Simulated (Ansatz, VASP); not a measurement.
AlP: VASP beside Ansatz

```
CELL_PARAMETERS angstrom
0.00000 2.71689 2.71689
2.71689 0.00000 2.71689
2.71689 2.71689 0.00000
ATOMIC_POSITIONS crystal
Al 0.00000 0.00000 0.00000
P 0.25000 0.25000 0.25000
```

Alike in both runs: functional LDA; k mesh 8 × 8 × 8; occupations gaussian, width 0.02 eV; no spin polarisation.

Ansatz relaxed the structure, and its values are those at the end. VASP's run is a single point on that final structure, the one shown.

|  | VASP | Ansatz |
| --- | --- | --- |
| version | VASP 6.6.1 | Ansatz 0.2.0 |
| potentials or method | VASP PAW LDA potentials, release 64 (Al, P), cutoff 500 eV | scalar-relativistic, plane waves, PAW |
| valence electrons in the cell | 8 | 8 |

VASP gave:

- gap on the k mesh at the Fermi level (eV): 1.41
- least direct gap on the mesh (eV): 3.24
- pressure (GPa): 0.1

Problem. Which values does Ansatz return?

Solution. gap on the k mesh at the Fermi level (eV): 1.42; least direct gap on the mesh (eV): 3.23; pressure (GPa): 0.0.

Ansatz warns that its potentials were made for another functional, while VASP's fit it. LDA's correlation is that of Perdew and Zunger in VASP and of Perdew and Wang (1992) in Ansatz.
